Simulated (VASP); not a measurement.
# SnSe (F-43m) in VASP: notebook

SnSe is run at these levels: PBE+D3(BJ), PBE; tasks: single point.

Everything below comes from runs of VASP 6.6.1. Logs are shortened: lines on timing, memory, paths and dates and some standing lists are left out, and cuts for length are marked.

## 1. The cell of the first run

The structure is cubic, space group F-43m (No. 216). Conventional cell: a = 6.736 Å, b = 6.736 Å, c = 6.736 Å, α = 90.00°, β = 90.00°, γ = 90.00°. Within 3.8 Å of Sn (site symmetry -43m) lie 4 Se at 2.92 Å. Se (site symmetry -43m) has 4 Sn at 2.92 Å within 3.8 Å.

## 2. Single point, PBE+D3(BJ)

File INCAR:

```
SYSTEM = SnSe
ALGO = Normal
EDIFF = 1E-6
ENCUT = 520
GGA = PE
ISIF = 2
ISMEAR = -1
IVDW = 12
LASPH = .True.
LCHARG = .False.
LREAL = .False.
LWAVE = .False.
NBANDS = 17
NELM = 80
PREC = Accurate
SIGMA = 0.05
```

File KPOINTS:

```
k-points
0
Gamma
  7 7 7
  0 0 0
```

File POSCAR:

```
SnSe
1.0
    0.0000000000      3.3679041072      3.3679041072
    3.3679041072      0.0000000000      3.3679041072
    3.3679041072      3.3679041072      0.0000000000
Sn Se
1 1
Direct
    0.0000000000      0.0000000000      0.0000000000
    0.7500000000      0.7500000000      0.7500000000
```

Potentials or basis: VASP PAW PBE potentials, release 64 (Sn_d, Se).

Launch:

```console
$ cat potpaw_PBE.64/Sn_d/POTCAR potpaw_PBE.64/Se/POTCAR > POTCAR
$ mpirun -np 1 vasp_std > vasp.out
```

OUTCAR:

```text
SYSTEM = SnSe
   EDIFF = 1E-6
   ENCUT = 520
   GGA = PE
   ISIF = 2
   ISMEAR = -1
   IVDW = 12
   LASPH = .True.
   LREAL = .False.
   NELM = 80
   PREC = Accurate
 IVDW          = 12

 ion  position               nearest neighbor table
   1  0.000  0.000  0.000-   2 2.92   2 2.92   2 2.92   2 2.92
   2  0.750  0.750  0.750-   1 2.92   1 2.92   1 2.92   1 2.92

  LATTYP: Found a face centered cubic cell.
 ALAT       =     6.7358082144

  Lattice vectors:

 A1 = (   0.0000000000,   3.3679041072,   3.3679041072)
 A2 = (   3.3679041072,   0.0000000000,   3.3679041072)
 A3 = (   3.3679041072,   3.3679041072,   0.0000000000)

Analysis of symmetry for initial positions (statically):
=====================================================================
 Subroutine PRICEL returns:
 Original cell was already a primitive cell.

 Routine SETGRP: Setting up the symmetry group for a
 face centered cubic supercell.

 Subroutine GETGRP returns: Found 24 space group operations
 (whereof 24 operations were pure point group operations)
 out of a pool of 48 trial point group operations.

The static configuration has the point symmetry T_d .

Analysis of symmetry for dynamics (positions and initial velocities):
=====================================================================
 Subroutine PRICEL returns:
 Original cell was already a primitive cell.

 Routine SETGRP: Setting up the symmetry group for a
 face centered cubic supercell.

 Subroutine GETGRP returns: Found 24 space group operations
 (whereof 24 operations were pure point group operations)
 out of a pool of 48 trial point group operations.

The dynamic configuration has the point symmetry T_d .

 Subroutine INISYM returns: Found 24 space group operations
 (whereof 24 operations are pure point group operations),
 and found     1 'primitive' translations

----------------------------------------------------------------------------------------

                                     Primitive cell

  volume of cell :      76.4028

  direct lattice vectors                    reciprocal lattice vectors
     0.000000000  3.367904107  3.367904107    -0.148460284  0.148460284  0.148460284
     3.367904107  0.000000000  3.367904107     0.148460284 -0.148460284  0.148460284
     3.367904107  3.367904107  0.000000000     0.148460284  0.148460284 -0.148460284

  length of vectors
     4.762935665  4.762935665  4.762935665     0.257140755  0.257140755  0.257140755

  position of ions in fractional coordinates (direct lattice)
     0.000000000  0.000000000  0.000000000
     0.750000000  0.750000000  0.750000000

  ion indices of the primitive-cell ions
   primitive index   ion index
                 1           1
                 2           2

----------------------------------------------------------------------------------------

 KPOINTS: k-points

Automatic generation of k-mesh.
 Grid dimensions read from file:
 generate k-points for:    7    7    7

 Generating k-lattice:

  Cartesian coordinates                     Fractional coordinates (reciprocal lattice)
    -0.021208612  0.021208612  0.021208612     0.142857143  0.000000000  0.000000000
     0.021208612 -0.021208612  0.021208612     0.000000000  0.142857143  0.000000000
     0.021208612  0.021208612 -0.021208612     0.000000000  0.000000000  0.142857143

  Length of vectors
     0.036734394  0.036734394  0.036734394

  Shift w.r.t. Gamma in fractional coordinates (k-lattice)
     0.000000000  0.000000000  0.000000000

 Subroutine IBZKPT returns following result:
 ===========================================

 Found     20 irreducible k-points:

 Following reciprocal coordinates:
            Coordinates               Weight
  0.000000  0.000000  0.000000      1.000000
  0.142857  0.000000  0.000000      8.000000
  0.285714  0.000000  0.000000      8.000000
  0.428571  0.000000  0.000000      8.000000
  0.142857  0.142857  0.000000      6.000000
  0.285714  0.142857  0.000000     24.000000
[... 12 lines left out ...]
 -0.428571  0.428571  0.142857     24.000000
 -0.285714  0.428571  0.142857     24.000000
   k-points           NKPTS =     20   k-points in BZ     NKDIM =     20   number of bands    NBANDS=     17
   number of dos      NEDOS =    301   number of ions     NIONS =      2
   total plane-waves  NPLWV =  46656
   dimension x,y,z NGX =    36 NGY =   36 NGZ =   36
   dimension x,y,z NGXF=    72 NGYF=   72 NGZF=   72
   ions per type =               1   1
   NGX,Y,Z   is equivalent  to a cutoff of  12.57, 12.57, 12.57 a.u.
   NGXF,Y,Z  is equivalent  to a cutoff of  25.13, 25.13, 25.13 a.u.
 SYSTEM =  SnSe
   PREC   = accura    normal or accurate (medium, high low for compatibility)
   ISTART =      0    job   : 0-new  1-cont  2-samecut
   ICHARG =      2    charge: 1-file 2-atom 10-const
   ISPIN  =      1    spin polarized calculation?
   LNONCOLLINEAR =      F non collinear calculations
   LSORBIT =      F    spin-orbit coupling
   LASPH  =      T    aspherical Exc in radial PAW
   ENCUT  =  520.0 eV  38.22 Ry    6.18 a.u.   8.86  8.86  8.86*2*pi/ulx,y,z
   NELM   =     80;   NELMIN=  2; NELMDL= -5     # of ELM steps
   EDIFF  = 0.1E-05   stopping-criterion for ELM
   LREAL  =      F    real-space projection
   EDIFFG = 0.1E-04   stopping-criterion for IOM
   NSW    =      0    number of steps for IOM
   IBRION =     -1    ionic relax: 0-MD 1-quasi-New 2-CG
   NFREE  =      0    steps in history (QN), initial steepest desc. (CG)
   ISIF   =      2    stress and relaxation
   ISYM   =      2    0-nonsym 1-usesym 2-fastsym
   POTIM  = 0.5000    time-step for ionic-motion
   TEBEG  =    0.0;   TEEND  =   0.0 temperature during run
   PSTRESS=    0.0 pullay stress
   NELECT =      20.0000    total number of electrons
   NUPDOWN=      -1.0000    fix difference up-down
   EMIN   =  10.00;   EMAX   =-10.00  energy-range for DOS
   EFERMI =   0.00;   METHOD = LEGACY
   ISMEAR =    -1;   SIGMA  =   0.05  broadening in eV -4-tet -1-fermi 0-gaus
   EFERMI_NEDOS =   21; number of points for ismear=-14 and -15
   IALGO  =     38    algorithm
   IMIX   =      4    mixing-type and parameters
     AMIX     =   0.40;   BMIX     =  1.00
     AMIX_MAG =   1.60;   BMIX_MAG =  1.00
  volume/ion in A,a.u.               =      38.20       257.80
  Fermi-wavevector in a.u.,A,eV,Ry     =   1.047245  1.979007 14.921820  1.096723
  Thomas-Fermi vector in A             =   2.182117
   LORBIT       =      0    0 simple, 1 ext, 2 COOP (PROOUT), +10 PAW based schemes
   GGA     = PE    functional components
   LHFCALC =     F    Hartree Fock is set to
   AEXX    =    0.0000 exact exchange contribution
   IVDW    =    12    specifies the selected vdW correction
   LEPSILON=     F    determine dielectric tensor
   LRPA    =     F    only Hartree local field effects (RPA)
 non-spin polarized calculation
  energy-cutoff  :      520.00
  volume of cell :       76.40
 maximum number of plane-waves:      2085
   NGX = 17   NGY = 17   NGZ = 17

 number of electron      20.0000008 magnetization

 Free energy of the ion-electron system (eV)
  ---------------------------------------------------
  ext. energy  EPLUGINS =         0.00000000
  ---------------------------------------------------
  free energy    TOTEN  =        -7.75234231 eV

  energy without entropy =       -7.75027428  energy(sigma->0) =       -7.75130829

 E-fermi :   2.9495     XC(G=0):  -7.8204

 val. band max:        2.7855389221   @ k =  -0.2857   0.4286   0.1429
 cond. band min:       3.0320895861   @ k =   0.4286   0.4286   0.0000
 fundamental gap:      0.2465506639
 Fermi energy:         2.9495348238

 k-point     1 :       0.0000    0.0000    0.0000
  band No.  band energies     occupation
      1     -18.8039      2.00000
      2     -18.8039      2.00000
      3     -18.8039      2.00000
      4     -18.7916      2.00000
      5     -18.7916      2.00000
      6     -10.2822      2.00000
[... 9 lines left out ...]
     16      10.4083      0.00000
     17      11.5759      0.00000

 k-point     2 :       0.1429    0.0000    0.0000
  band No.  band energies     occupation
      1     -18.8046      2.00000
      2     -18.8033      2.00000
      3     -18.8033      2.00000
      4     -18.7915      2.00000
      5     -18.7915      2.00000
      6     -10.2057      2.00000
[... 9 lines left out ...]
     16       9.8546      0.00000
     17      11.0733      0.00000

 k-point     3 :       0.2857    0.0000    0.0000
  band No.  band energies     occupation
      1     -18.8060      2.00000
      2     -18.8021      2.00000
      3     -18.8021      2.00000
      4     -18.7913      2.00000
      5     -18.7913      2.00000
      6     -10.0189      2.00000
[... 9 lines left out ...]
     16       9.7492      0.00000
     17      11.3010      0.00000

 k-point     4 :       0.4286    0.0000    0.0000
  band No.  band energies     occupation
      1     -18.8072      2.00000
      2     -18.8014      2.00000
      3     -18.8014      2.00000
      4     -18.7909      2.00000
      5     -18.7909      2.00000
      6      -9.8505      2.00000
[... 9 lines left out ...]
     16      10.5061      0.00000
     17      10.7272      0.00000

 k-point     5 :       0.1429    0.1429    0.0000
  band No.  band energies     occupation
      1     -18.8055      2.00000
      2     -18.8027      2.00000
      3     -18.8027      2.00000
      4     -18.7919      2.00000
      5     -18.7912      2.00000
      6     -10.1799      2.00000
[... 9 lines left out ...]
     16      10.6337      0.00000
     17      12.0674      0.00000

 k-point     6 :       0.2857    0.1429    0.0000
  band No.  band energies     occupation
      1     -18.8069      2.00000
      2     -18.8017      2.00000
      3     -18.8015      2.00000
      4     -18.7920      2.00000
      5     -18.7908      2.00000
      6     -10.0284      2.00000
[... 9 lines left out ...]
     16      10.5906      0.00000
     17      11.8465      0.00000

 k-point     7 :       0.4286    0.1429    0.0000
  band No.  band energies     occupation
      1     -18.8077      2.00000
      2     -18.8011      2.00000
      3     -18.8006      2.00000
      4     -18.7916      2.00000
      5     -18.7905      2.00000
      6      -9.8485      2.00000
[... 9 lines left out ...]
     16      11.0106      0.00000
     17      11.3460      0.00000

 k-point     8 :      -0.4286    0.1429    0.0000
  band No.  band energies     occupation
      1     -18.8077      2.00000
      2     -18.8009      2.00000
      3     -18.8006      2.00000
      4     -18.7911      2.00000
      5     -18.7908      2.00000
      6      -9.7880      2.00000
[... 9 lines left out ...]
     16      10.3239      0.00000
     17      11.3263      0.00000
[... 123 lines left out ...]
      1     -18.8118      2.00000
      2     -18.7979      2.00000
      3     -18.7979      2.00000
      4     -18.7933      2.00000
      5     -18.7895      2.00000
      6      -9.6958      2.00000
[... 9 lines left out ...]
     16      12.2579      0.00000
     17      12.6267      0.00000

 k-point    16 :      -0.4286    0.4286    0.0000
  band No.  band energies     occupation
      1     -18.8114      2.00000
      2     -18.7982      2.00000
      3     -18.7979      2.00000
      4     -18.7931      2.00000
      5     -18.7897      2.00000
      6      -9.6597      2.00000
[... 9 lines left out ...]
     16      11.4447      0.00000
     17      12.9554      0.00000

 k-point    17 :       0.4286    0.2857    0.1429
  band No.  band energies     occupation
      1     -18.8081      2.00000
      2     -18.8008      2.00000
      3     -18.8002      2.00000
      4     -18.7921      2.00000
      5     -18.7905      2.00000
      6      -9.8772      2.00000
[... 9 lines left out ...]
     16      10.9009      0.00000
     17      12.5419      0.00000

 k-point    18 :      -0.4286    0.2857    0.1429
  band No.  band energies     occupation
      1     -18.8085      2.00000
      2     -18.8007      2.00000
      3     -18.7992      2.00000
      4     -18.7918      2.00000
      5     -18.7906      2.00000
      6      -9.7444      2.00000
[... 9 lines left out ...]
     16      11.1249      0.00000
     17      12.0118      0.00000

 k-point    19 :      -0.4286    0.4286    0.1429
  band No.  band energies     occupation
      1     -18.8104      2.00000
      2     -18.7994      2.00000
      3     -18.7980      2.00000
      4     -18.7927      2.00000
      5     -18.7900      2.00000
      6      -9.6867      2.00000
[... 9 lines left out ...]
     16      11.7590      0.00000
     17      12.4256      0.00000

 k-point    20 :      -0.2857    0.4286    0.1429
  band No.  band energies     occupation
      1     -18.8094      2.00000
      2     -18.8003      2.00000
      3     -18.7981      2.00000
      4     -18.7922      2.00000
      5     -18.7904      2.00000
      6      -9.6698      2.00000
[... 9 lines left out ...]
     16      11.2330      0.00000
     17      12.6924      0.00000

------------------------ aborting loop because EDIFF is reached ----------------------------------------

 Edisp (eV)   -0.51928

 E8    (eV) :    -0.2309

  FORCE on cell =-STRESS in cart. coord.  units (eV):
  Direction    XX          YY          ZZ          XY          YZ          ZX
  --------------------------------------------------------------------------------------
  -------------------------------------------------------------------------------------
  Total      -0.00396    -0.00396    -0.00396     0.00000     0.00000     0.00000
  in kB      -0.08301    -0.08301    -0.08301     0.00000     0.00000     0.00000
  external pressure =       -0.08 kB  Pullay stress =        0.00 kB

 VOLUME and BASIS-vectors are now :
 -----------------------------------------------------------------------------
  energy-cutoff  :      520.00
  volume of cell :       76.40
      direct lattice vectors                 reciprocal lattice vectors
     0.000000000  3.367904107  3.367904107    -0.148460284  0.148460284  0.148460284
     3.367904107  0.000000000  3.367904107     0.148460284 -0.148460284  0.148460284
     3.367904107  3.367904107  0.000000000     0.148460284  0.148460284 -0.148460284

 POSITION                                       TOTAL-FORCE (eV/Angst)
 -----------------------------------------------------------------------------------
      0.00000      0.00000      0.00000        -0.000000     -0.000000     -0.000000
      5.05186      5.05186      5.05186         0.000000      0.000000      0.000000
 -----------------------------------------------------------------------------------
    total drift:                                0.000000      0.000000      0.000000

  FREE ENERGIE OF THE ION-ELECTRON SYSTEM (eV)
  ---------------------------------------------------
  free  energy   TOTEN  =        -8.2716243099 eV

  energy  without entropy=       -8.2695562816  energy(sigma->0) =       -8.27059030
```

Wall time 13 s (1 thread of Intel Xeon 6975P-C (Granite Rapids), shared host); peak memory 0.21 GiB.

What came out:

* Free energy: -8.2716 eV
* Pressure: 0.0 GPa
* Band gap on the k mesh: 0.25 eV, indirect (least direct gap 0.70 eV)
* Dispersion energy per atom: -0.260 eV

Levels at points of the mesh, in eV from the valence-band top:
```tsv
k point	band 6	band 7	band 8	band 9	band 10	band 11	band 12	band 13	band 14	band 15
(0.00, 0.00, 0.00)	-13.07	-5.14	-2.10	-2.10	-2.10	1.66	1.66	1.66	5.00	7.62
```

Caveat: spin-orbit coupling is left out, which moves the levels of the heavy elements. A k mesh can miss the band edges.

## 3. Single point, PBE+D3(BJ)

File INCAR:

```
ALGO = Normal ; EDIFF = 1E-6
ENCUT = 520 ; GGA = PE
ISIF = 2 ; ISMEAR = -1
IVDW = 12 ; LASPH = T
LCHARG = F ; LREAL = F
LWAVE = F ; NBANDS = 17
NELM = 100 ; PREC = Accurate
SIGMA = 0.05
```

File KPOINTS:

```
k-points
0
Gamma
  7 7 7
```

File POSCAR:

```
SnSe
1.0
    0.0000000000      3.3692454464      3.3692454464
    3.3692454464      0.0000000000      3.3692454464
    3.3692454464      3.3692454464      0.0000000000
Sn Se
1 1
Direct
    0.0000000000      0.0000000000      0.0000000000
    0.7500000000      0.7500000000      0.7500000000
```

Potentials or basis: VASP PAW PBE potentials, release 64 (Sn_d, Se).

Launch:

```console
$ cat potpaw_PBE.64/Sn_d/POTCAR potpaw_PBE.64/Se/POTCAR > POTCAR
$ mpirun -np 1 vasp_std > vasp.out
```

Run time: 13 s. Hardware: 1 thread of Intel Xeon 6975P-C (Granite Rapids), shared host; peak memory 0.21 GiB.

Results (log left out):

| Property | Result |
| --- | --- |
| Free energy | -8.2716 eV |
| Pressure | -0.1 GPa |
| Band gap on the k mesh | 0.25 eV, indirect (least direct gap 0.70 eV) |
| Dispersion energy per atom | -0.259 eV |

Levels at points of the mesh, in eV from the valence-band top:
```tsv
k point	band 7	band 8	band 9	band 10	band 11	band 12	band 13	band 14
(0.00, 0.00, 0.00)	-5.14	-2.09	-2.09	-2.09	1.66	1.66	1.66	5.00
```

Caveat: three body term missing; spin-orbit coupling is left out, which moves the levels of the heavy elements. A k mesh can miss the band edges.

## 4. Single point, PBE

This run uses another cell than the first one, of 38.99 Å³/atom, 1.021 times its volume.

File INCAR:

```
ALGO = Normal
EDIFF = 1E-6
ENCUT = 520
GGA = PE
ISIF = 2
ISMEAR = -1
LASPH = T
LCHARG = F
LREAL = F
LWAVE = F
NBANDS = 17
NELM = 60
PREC = Accurate
SIGMA = 0.05
```

KPOINTS is that of step 3.

File POSCAR:

```
SnSe
1.0
    0.0000000000      3.3908400000      3.3908400000
    3.3908400000      0.0000000000      3.3908400000
    3.3908400000      3.3908400000      0.0000000000
Sn Se
1 1
Direct
    0.0000000000      0.0000000000      0.0000000000
    0.7500000000      0.7500000000      0.7500000000
```

Launch:

```console
$ cat potpaw_PBE.64/Sn_d/POTCAR potpaw_PBE.64/Se/POTCAR > POTCAR
$ mpirun -np 1 vasp_std > vasp.out
```

Run time: 13 s. Hardware: 1 thread of Intel Xeon 6975P-C (Granite Rapids), shared host; peak memory 0.21 GiB.

It converged, with:

```
Free energy            : -7.7553 eV
Pressure               : 0.0 GPa
Band gap on the k mesh : 0.30 eV, indirect (least direct gap 0.73 eV)
```

Levels at points of the mesh, in eV from the valence-band top:
```
           k point  band 8  band 9  band 10  band 11  band 12  band 13
(0.00, 0.00, 0.00)   -2.02   -2.02    -2.02     1.68     1.68     1.68
```

Caveat: spin-orbit coupling is left out, which moves the levels of the heavy elements. A k mesh can miss the band edges.

## 5. Single point, PBE+D3(BJ)

This run uses another cell than the first one, of 38.99 Å³/atom, 1.021 times its volume.

File INCAR:

```
SYSTEM = SnSe
ALGO     = Normal         ! electronic algorithm
EDIFF    = 1E-6           ! SCF threshold, eV
ENCUT    = 520            ! plane-wave cutoff, eV
GGA      = PE             ! functional
ISIF     = 2              ! what is computed and relaxed
ISMEAR   = -1             ! smearing method
IVDW     = 12             ! dispersion correction
LASPH    = .TRUE.         ! aspherical terms in the spheres
LCHARG   = .FALSE.        ! write CHGCAR
LREAL    = .FALSE.        ! projectors in reciprocal space
LWAVE    = .FALSE.        ! write WAVECAR
NBANDS   = 17             ! bands
NELM     = 100            ! most SCF steps
PREC     = Accurate       ! precision mode
SIGMA    = 0.05           ! smearing width, eV
```

File KPOINTS:

```
k-points
0
G
  7 7 7
  0 0 0
```

POSCAR is that of step 4.

Launch:

```console
$ cat potpaw_PBE.64/Sn_d/POTCAR potpaw_PBE.64/Se/POTCAR > POTCAR
$ mpirun -np 1 vasp_std > vasp.out
```

Wall time 21 s (1 thread of Intel Xeon 6975P-C (Granite Rapids), shared host); peak memory 0.21 GiB.

It converged, with:

- Free energy: -8.2675 eV
- Pressure: -0.9 GPa
- Band gap on the k mesh: 0.30 eV, indirect (least direct gap 0.73 eV)
- Dispersion energy per atom: -0.256 eV

Levels at points of the mesh, in eV from the valence-band top:
| k point | band 7 | band 8 | band 9 | band 10 | band 11 | band 12 | band 13 | band 14 |
| --- | --- | --- | --- | --- | --- | --- | --- | --- |
| (0.00, 0.00, 0.00) | -5.17 | -2.02 | -2.02 | -2.02 | 1.68 | 1.68 | 1.68 | 5.00 |

Caveat: three body term missing; spin-orbit coupling is left out, which moves the levels of the heavy elements.

## 6. The runs side by side

| level | cell | gap on the mesh (eV) | pressure (GPa) |
| --- | --- | --- | --- |
| PBE+D3(BJ) | a = 4.763 Å, angles 60.0°, 2 atoms | 0.25 | 0.0 |
| PBE+D3(BJ) | a = 4.765 Å, angles 60.0°, 2 atoms | 0.25 | -0.1 |
| PBE | a = 4.795 Å, angles 60.0°, 2 atoms | 0.30 | 0.0 |
| PBE+D3(BJ) | a = 4.795 Å, angles 60.0°, 2 atoms | 0.30 | -0.9 |

Alike in all rows: task single point; potentials or basis VASP PAW PBE potentials, release 64 (Sn_d, Se); no spin polarisation; k mesh 7 × 7 × 7; cutoff (eV) 520; smearing fermi-dirac 0.05 eV.

Caveats: spin-orbit coupling is left out, which moves the levels of the heavy elements; three body term missing (some runs).

Total energies depend on the potentials used, so only differences within one code and one set of settings carry meaning.
